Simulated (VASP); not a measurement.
Here is a VASP 6.6.1 calculation.

INCAR

```
SYSTEM = Ag4F
PREC = Accurate
ENCUT = 520
EDIFF = 1E-6
ISMEAR = 0
SIGMA = 0.1
LREAL = .FALSE.
LASPH = .TRUE.
NELM = 80
ALGO = Normal
ISIF = 2
LWAVE = .FALSE.
LCHARG = .TRUE.
LDIPOL = .TRUE.
IDIPOL = 3
DIPOL = 0.5 0.5 0.498
GGA = PS
LELF = .TRUE.
LVHAR = .TRUE.
LVACPOTAV = .TRUE.
NBANDS = 34
```

Contents of KPOINTS:

```
Automatic mesh
0
G
  12 12 1
  0 0 0
```

File POSCAR:

```
Ag4F
1.0
    2.8669036820      0.0000000000      0.0000000000
   -1.4334518410      2.4828114189      0.0000000000
    0.0000000000      0.0000000000     26.0224511627
Ag F
4 1
Direct
    0.6666666667      0.3333333333      0.3266410203
    0.3333333333      0.6666666667      0.4165947699
    0.0000000000      0.0000000000      0.5059194916
    0.6666666667      0.3333333333      0.5935418632
    0.0000000000      0.0000000000      0.6496876101
```

Potentials or basis: VASP PAW PBE potentials, release 64 (Ag, F).

The run is started by

```sh
$ cat potpaw_PBE.64/Ag/POTCAR potpaw_PBE.64/F/POTCAR > POTCAR
$ mpirun -np 1 vasp_std > vasp.out
```

(1) Estimate the largest force.

Results:

(1) 0.036 eV/Å.

Caveat: the PAW data sets were made with another functional, which shifts forces and pressure a little; an odd number of electrons without spin polarisation forces a metal; a magnetic or distorted state may lie lower.
